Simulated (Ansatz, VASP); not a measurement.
**GaP in VASP and in Ansatz**

File INCAR:

```
SYSTEM = GaP
PREC = Accurate
ENCUT = 520
EDIFF = 1E-6
ISMEAR = -1
SIGMA = 0.02
LREAL = .FALSE.
LASPH = .TRUE.
NELM = 60
ALGO = Normal
ISIF = 2
LWAVE = .FALSE.
LCHARG = .FALSE.
GGA = PE
IBRION = 2
NSW = 80
EDIFFG = -0.02
```

The input KPOINTS:

```
regular mesh
0
G
  14 14 14
  0 0 0
```

Contents of POSCAR:

```
GaP
1.0
    0.0000000000      2.7252500000      2.7252500000
    2.7252500000      0.0000000000      2.7252500000
    2.7252500000      2.7252500000      0.0000000000
Ga P
1 1
Direct
    0.0000000000      0.0000000000      0.0000000000
    0.2500000000      0.2500000000      0.2500000000
```

Input for Ansatz:

```yaml
crystal:
  lattice:
    - [0.0, 2.72525, 2.72525]
    - [2.72525, 0.0, 2.72525]
    - [2.72525, 2.72525, 0.0]
  atoms:
    - { symbol: Ga, position: [0.0, 0.0, 0.0] }
    - { symbol: P, position: [0.25, 0.25, 0.25] }
kpoints:
  mp_grid: { grid: [14, 14, 14] }
scf:
  occupations: { method: fermi_dirac, width: 0.02 }
hamiltonian:
  xc: pbe
  pseudopotentials: { kind: paw, frozen_core: stored }
output:
  forces: true
  stress: true
  populations: true
  efg: { quadrupole_moments_barn: { Ga: 0.107 } }
  write_density: true
  write_potential: true
  elf: true
  volumetric_format: npy
relax:
  f_tol: 0.02
  max_steps: 60
```

Alike in both runs: task relaxation of the atoms; functional PBE; k mesh 14 × 14 × 14; occupations fermi-dirac, width 0.02 eV; no spin polarisation.

|  | VASP | Ansatz |
| --- | --- | --- |
| version | VASP 6.6.1 | Ansatz 0.2.0 |
| potentials or method | VASP PAW PBE potentials, release 64 (Ga_d, P) | plane-wave PAW, scalar-relativistic |
| plane-wave cutoff (eV) | 520 | 420 |
| valence electrons in the cell | 18 | 18 |

```csv
,VASP,Ansatz,Ansatz less VASP
"gap on the k mesh at the Fermi level, each at its own relaxed structure (eV)",1.59,1.59,0.000
```

Ansatz's warnings: stress scf threshold loose.

Noted on VASP's run: the relaxation stopped at its first step, so nothing moved.
